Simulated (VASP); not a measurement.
Wanted: the native input for a VASP 6.6.1 run.

```yaml
Task: single point
Functional: r2SCAN
Potentials_or_basis: VASP PAW PBE potentials, release 64 (Ta_pv, K_sv, O)
Cutoff: 520 eV
k_mesh: 7 × 7 × 7
Occupations: fermi-dirac, width 0.05 eV
Spin: no spin polarisation
Hubbard_terms: Ta d U = 5.0 eV
Dipole_correction: no
Further_INCAR_settings: ALGO = Normal; EDIFF = 1e-07; NBANDS = 27
```

The system is KTaO3.

```xyz
5
Lattice="4.0007 0.0000 0.0000 0.0000 4.0007 0.0000 0.0000 0.0000 4.0007" Properties=species:S:1:pos:R:3 pbc="T T T"
Ta    0.0000    0.0000    0.0000
K     2.0004    2.0004    2.0004
O     0.0000    0.0000    2.0004
O     0.0000    2.0004    0.0000
O     2.0004    0.0000    0.0000
```

The input as run:

POSCAR

```
KTaO3
1.0
    4.0007129407      0.0000000000      0.0000000000
    0.0000000000      4.0007129407      0.0000000000
    0.0000000000      0.0000000000      4.0007129407
Ta K O
1 1 3
Direct
    0.0000000000      0.0000000000      0.0000000000
    0.5000000000      0.5000000000      0.5000000000
    0.0000000000      0.0000000000      0.5000000000
    0.0000000000      0.5000000000      0.0000000000
    0.5000000000      0.0000000000      0.0000000000
```

INCAR.step1

```
PREC = Accurate
ENCUT = 520
ISMEAR = -1
SIGMA = 0.05
LREAL = False
LASPH = True
NELM = 150
LMAXMIX = 4
LDAU = True
LDAUTYPE = 2
LDAUL = 2 -1 -1
LDAUU = 5 0 0
LDAUJ = 0 0 0
NBANDS = 27
GGA = PE
ALGO = Normal
EDIFF = 1E-4
LWAVE = True
LCHARG = False
```

INCAR.step2

```
PREC = Accurate
ENCUT = 520
EDIFF = 1E-7
ISMEAR = -1
SIGMA = 0.05
LREAL = False
LASPH = True
NELM = 150
ALGO = Normal
ISIF = 2
LWAVE = False
LCHARG = False
LMAXMIX = 4
LDAU = True
LDAUTYPE = 2
LDAUL = 2 -1 -1
LDAUU = 5 0 0
LDAUJ = 0 0 0
LDAUPRINT = 1
METAGGA = R2SCAN
LMIXTAU = True
NBANDS = 27
ISTART = 1
```

KPOINTS

```
regular mesh
0
Gamma
  7 7 7
```

Potentials or basis: VASP PAW PBE potentials, release 64 (Ta_pv, K_sv, O).

Command:

```sh
$ cat potpaw_PBE.64/Ta_pv/POTCAR potpaw_PBE.64/K_sv/POTCAR potpaw_PBE.64/O/POTCAR > POTCAR
$ cp INCAR.step1 INCAR
$ mpirun -np 1 vasp_std > vasp.out
$ cp INCAR.step2 INCAR
$ mpirun -np 1 vasp_std > vasp.out
```

Results of the run:

```yaml
Pressure: 4.3 GPa
Band_gap_on_the_k_mesh: 3.40 eV (least direct gap 4.06 eV)
```

Caveat: the cell stands under pressure; the PAW data sets were made with another functional, which shifts forces and pressure a little; spin-orbit coupling is left out, which moves the levels of the heavy elements; an odd mesh through Γ misses points on the zone boundary, where band edges can lie.

Wall time 2.1 min on 1 thread of AMD EPYC 7R13 (shared host), peak memory 0.19 GiB.
